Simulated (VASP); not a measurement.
The system is TmI4.

```
Tm I
1.0
    -3.55664    3.55664    3.90165
     3.55664   -3.55664    3.90165
     3.55664    3.55664   -3.90165
Tm I
1 4
Direct
  0.50000 0.50000 0.00000
  0.21618 0.13401 0.35019
  0.78382 0.86599 0.64981
  0.13401 0.78382 0.91783
  0.86599 0.21618 0.08217
```

The cell was generated, and may not be a known phase.

```yaml
Program: VASP 6.6.1
Task: relaxation of cell and atoms
Functional: PBE
Potentials_or_basis: VASP PAW PBE potentials, release 64 (Tm_3, I), 4f in core
Cutoff: 500 eV
k_mesh: 3 × 3 × 3
Occupations: gaussian, width 0.2 eV
Spin: no spin polarisation
```

At the start: pressure 16.6 GPa; volume 39.48 Å³/atom.

Task: How do energy, volume and symmetry change on relaxing?

Result: Over 18 steps the energy falls by 1964.1 meV/atom and the volume is 55.17 Å³/atom (+39.7 %); space group I4/m (No. 87, to 0.1 Å) before and after.

Step by step:
```
step  energy change (eV)  largest force (eV/Å)  pressure (GPa)  volume (Å³)
   1              0.0000                9.8573           16.56       197.42
   2             -5.9429                1.2859           -4.13       331.06
   3             -7.2473                1.5018           -3.33       262.70
   4             -7.2669                1.5668           -3.16       259.73
   5             -7.2740                1.8087           -2.55       251.42
   6             -8.2496                1.8085           -1.36       229.62
   7             -8.6596                0.5876            7.17       187.12
   8             -8.8863                1.4495            1.63       206.69
   9             -8.9366                1.2290            2.86       200.96
  10             -9.4505                0.2734            2.52       210.75
  11             -9.5077                0.5105            2.91       216.39
  12             -9.6568                0.4926           -0.98       251.98
  13             -9.7060                0.2156            0.08       238.88
  14             -9.7419                0.1598            0.09       244.01
  15             -9.8031                0.0817            0.26       259.47
  16             -9.8102                0.1659            0.40       266.62
  17             -9.8145                0.1369           -0.39       283.23
  18             -9.8203                0.0431           -0.07       275.86
```

Final structure:
```yaml
crystal:
  lattice:
    - [-3.93096, 3.93096, 4.46307]
    - [3.93096, -3.93096, 4.46307]
    - [3.93096, 3.93096, -4.46307]
  atoms:
    - { symbol: Tm, position: [0.50000, 0.50000, 0.00000] }
    - { symbol: I, position: [0.30123, 0.19241, 0.49364] }
    - { symbol: I, position: [0.69877, 0.80759, 0.50636] }
    - { symbol: I, position: [0.19241, 0.69877, 0.89118] }
    - { symbol: I, position: [0.80759, 0.30123, 0.10882] }
```

Caveat: the k points lie up to 0.35 Å⁻¹ apart in the final cell, too coarse for converged energies and pressures of a metal; the volume moved by over 15 % at a fixed basis, so the end points are rough; an odd number of electrons without spin polarisation forces a metal; a magnetic or distorted state may lie lower; the run has no spin polarisation, though such a crystal can be magnetic; the relaxation stopped at a loose force limit of 0.08 eV/Å, so its end isn't a converged minimum.
